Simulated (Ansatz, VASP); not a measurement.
Zr: VASP beside Ansatz

Contents of INCAR:

```
PREC = Accurate ; ENCUT = 520
EDIFF = 1E-7 ; ISMEAR = -1
SIGMA = 0.1 ; LREAL = False
LASPH = True ; NELM = 100
ALGO = Normal ; ISIF = 2
LWAVE = False ; LCHARG = False
GGA = RE ; NBANDS = 19
```

KPOINTS

```
Automatic mesh
0
Gamma
  13 13 7
```

File POSCAR:

```
Zr
1.0
   -1.8434809027      2.2435539940      1.6431113136
    2.2435539940     -1.8434809027      1.6431113136
    3.7190859423      3.7190859423     -0.9103767141
Zr
2
Direct
    0.0415204800      0.9584795200      0.0000000000
    0.7084795200      0.2915204800      0.5000000000
```

Input for Ansatz:

```yaml
crystal:
  lattice:
    - [-1.8434809027, 2.243553994, 1.6431113136]
    - [2.243553994, -1.8434809027, 1.6431113136]
    - [3.7190859423, 3.7190859423, -0.9103767141]
  atoms:
    - { symbol: Zr, position: [0.04152048, 0.95847952, 0.0] }
    - { symbol: Zr, position: [0.70847952, 0.29152048, 0.5] }
hamiltonian:
  xc: revpbe
  pseudopotentials:
    kind: paw
    azcp:
      Zr: "pseudopotentials/Zr.paw.azcp"
basis:
  ecutwfc: 420
  fft_grid_basis: typed
kpoints:
  mp_grid: { grid: [13, 13, 7], shift: [0, 0, 0] }
magnetization:
  spin_polarized: false
scf:
  occupations: { method: fermi_dirac, width: 0.1 }
  lower_state_search: "off"
output:
  stress: true
  write_density: true
  write_potential: true
  elf: true
  volumetric_format: npy
```

Alike in both runs: task single point; functional revPBE; k mesh 13 × 13 × 7; occupations fermi-dirac, width 0.1 eV; no spin polarisation.

```csv
,VASP,Ansatz
version,VASP 6.6.1,Ansatz 0.2.0
potentials or method,"VASP PAW PBE potentials, release 64 (Zr_sv), cutoff 520 eV","plane waves (420 eV) with PAW, scalar-relativistic"
valence electrons in the cell,24,24
```

|  | VASP | Ansatz | Ansatz less VASP |
| --- | --- | --- | --- |
| pressure (GPa) | -6.1 | -6.1 | +0.01 |
| traceless stress, the component that is largest in VASP (GPa) | -0.12 | -0.12 | +0.002 |

VASP's potentials were made for PBE, not for revPBE. With one functional, cell and mesh, what is left measures potentials, basis and numerics.
